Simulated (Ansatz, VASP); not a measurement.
## CuI: VASP beside Ansatz

```
CELL_PARAMETERS angstrom
4.29780 0.00000 0.00000
0.00000 6.07801 0.00000
0.00000 0.00000 27.89340
ATOMIC_POSITIONS crystal
Cu 0.00000 0.75000 0.26888
Cu 0.50000 0.25000 0.34592
Cu 0.00000 0.75000 0.42296
Cu 0.50000 0.25000 0.50000
Cu 0.00000 0.75000 0.57704
Cu 0.50000 0.25000 0.65408
Cu 0.00000 0.75000 0.73112
I 0.50000 0.50000 0.26888
I 0.00000 0.00000 0.34592
I 0.50000 0.50000 0.42296
I 0.00000 0.00000 0.50000
I 0.50000 0.50000 0.57704
I 0.00000 0.00000 0.65408
I 0.50000 0.50000 0.73112
```

Alike in both runs: task single point; functional PBE; k mesh 6 × 5 × 1; occupations gaussian, width 0.05 eV; no spin polarisation.

|  | VASP | Ansatz |
| --- | --- | --- |
| version | VASP 6.6.1 | Ansatz 0.2.0 |
| potentials or method | VASP PAW PBE potentials, release 64 (Cu, I), cutoff 520 eV | scalar-relativistic, plane waves, PAW |
| valence electrons in the cell | 126 | 252 |

```csv
,VASP,Ansatz,Ansatz less VASP
gap on the k mesh at the Fermi level (eV),1.09,1.07,-0.017
least direct gap on the mesh (eV),1.09,1.07,-0.017
rms of the force components (eV/Å),0.244,0.244,+0.0007
```

VASP's potentials hold 126 valence electrons a cell and Ansatz's 252, so a difference there can come from the potentials and not from the codes.

Spin-orbit coupling is off throughout.
